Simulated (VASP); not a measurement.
## LiCl: single point with PBE

The system is LiCl.

```
Li Cl
1.0
     0.00000    2.72957    2.72957
     2.72957    0.00000    2.72957
     2.72957    2.72957    0.00000
Li Cl
1 1
Direct
  0.00000 0.00000 0.00000
  0.25000 0.25000 0.25000
```

This cell differs from its parent crystal: volume changed by -3%.

| Quantity | Value |
| --- | --- |
| Program | VASP 6.6.1 |
| Task | single point |
| Functional | PBE |
| Potentials or basis | VASP PAW PBE potentials, release 64 (Li_sv, Cl) |
| Cutoff | 520 eV |
| k mesh | 6 × 6 × 6 |
| Occupations | gaussian, width 0.01 eV |
| Spin | no spin polarisation |
| Dipole correction | no |
| Further INCAR settings | ALGO = Normal; EDIFF = 1e-06; NBANDS = 12 |

* Band gap on the k mesh: 6.07 eV, direct

Levels at points of the mesh, in eV from the valence-band top:
```
           k point  band 3  band 4  band 5  band 6  band 7  band 8
(0.00, 0.00, 0.00)    0.00    0.00    0.00    6.07   10.18   10.18
(0.50, 0.00, 0.00)   -2.04   -0.29   -0.29    8.40   10.35   10.35
(0.50, 0.50, 0.00)   -1.66   -0.85   -0.85    6.64    9.67   13.54
```

Run time: 15 s on 1 thread of AMD EPYC 7R13, with other jobs on the host, peak memory 0.13 GiB.
